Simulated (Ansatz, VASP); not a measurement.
One calculation of LiSi2B3, two programs

```
CELL_PARAMETERS angstrom
3.38335 0.00000 0.00000
-1.69168 2.93007 0.00000
0.00000 0.00000 7.56667
ATOMIC_POSITIONS crystal
Li 0.00000 0.00000 0.50000
Si 0.33333 0.66667 0.85069
Si 0.33333 0.66667 0.14931
B 0.33333 0.66667 0.40114
B 0.33333 0.66667 0.59886
B 0.66667 0.33333 0.00000
```

Alike in both runs: functional PBE; k mesh 6 × 6 × 4; occupations gaussian, width 0.1 eV; no spin polarisation.

Ansatz relaxed the structure, and its values are those at the end. VASP's run is a single point on that final structure, the one shown.

|  | VASP | Ansatz |
| --- | --- | --- |
| version | VASP 6.6.1 | Ansatz 0.2.0 |
| potentials or method | VASP PAW PBE potentials, release 64 (Li_sv, Si, B), cutoff 750 eV | scalar-relativistic, plane waves, PAW |
| valence electrons in the cell | 20 | 20 |

Ansatz gave:

* gap on the k mesh at the Fermi level (eV): none
* pressure (GPa): 0.0
* rms of the force components (eV/Å): 0.004

Problem. Estimate VASP's values.

Solution. gap on the k mesh at the Fermi level (eV): none; pressure (GPa): -0.1; rms of the force components (eV/Å): 0.006.

A gap of «none» marks a metal or a gap that the smearing closes.
